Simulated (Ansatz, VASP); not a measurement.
# Two plane-wave programs on TiAl3

```
Ti Al
1.0
     2.81167   -0.01966   -0.01866
    -0.03241    4.64216   -0.01009
    -0.03220   -0.01056    4.93494
Ti Al
1 3
Direct
  0.97326 0.48855 0.17604
  0.50336 0.52369 0.67454
  0.47355 0.04187 0.30828
  0.00481 0.99692 0.84632
```

Change from the starting cell: kmesh displaced: [6, 4, 4] Gamma-centred.

Alike in both runs: task single point; functional PBEsol; k mesh 6 × 4 × 4; occupations gaussian, width 0.1 eV; no spin polarisation.

```csv
,VASP,Ansatz
version,VASP 6.6.1,Ansatz 0.2.0
potentials or method,"VASP PAW PBE potentials, release 64 (Ti_sv, Al), cutoff 520 eV","scalar-relativistic, plane waves, PAW"
valence electrons in the cell,21,21
```

```tsv
	VASP	Ansatz	Ansatz less VASP
gap on the k mesh at the Fermi level (eV)	none	none	-
pressure (GPa)	0.9	0.9	-0.02
traceless stress, the component that is largest in VASP (GPa)	1.28	1.28	-0.002
rms of the force components (eV/Å)	0.775	0.772	-0.0029
```

VASP's potentials were made for PBE, not for PBEsol. Atom by atom the forces differ by 0.003 eV/Å (rms over components). A gap of «none» marks a metal or a gap that the smearing closes.

The k mesh is coarse, so the values compare programs but aren't converged.
